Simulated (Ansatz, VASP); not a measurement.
**Two plane-wave programs on Zn2CdTe3**

```
CELL_PARAMETERS angstrom
6.41310 0.00000 0.00000
-3.20655 5.55390 0.00000
0.00000 0.00000 7.74885
ATOMIC_POSITIONS crystal
Zn 0.00000 0.00000 0.66126
Zn 0.00000 0.00000 0.33874
Cd 0.00000 0.00000 0.00000
Te 0.50000 0.00000 0.00000
Te 0.00000 0.50000 0.00000
Te 0.50000 0.50000 0.00000
```

Alike in both runs: functional PBE; k mesh 6 × 6 × 6; occupations gaussian, width 0.1 eV; no spin polarisation.

Ansatz relaxed the structure, and its values are those at the end. VASP's run is a single point on that final structure, the one shown.

|  | VASP | Ansatz |
| --- | --- | --- |
| version | VASP 6.6.1 | Ansatz 0.2.0 |
| potentials or method | VASP PAW PBE potentials, release 64 (Zn, Cd, Te), cutoff 520 eV | scalar-relativistic, plane waves, PAW |
| valence electrons in the cell | 54 | 92 |

```tsv
	VASP	Ansatz	Ansatz less VASP
gap on the k mesh at the Fermi level (eV)	none	none	-
pressure (GPa)	0.0	0.0	-0.03
```

A gap of «none» marks a metal or a gap that the smearing closes. With one functional, cell and mesh, what is left measures potentials, basis and numerics. VASP's potentials hold 54 valence electrons a cell and Ansatz's 92, so a difference there can come from the potentials and not from the codes. Ansatz's warnings: xc potential rough in thin density.

Neither program's run includes spin-orbit coupling.
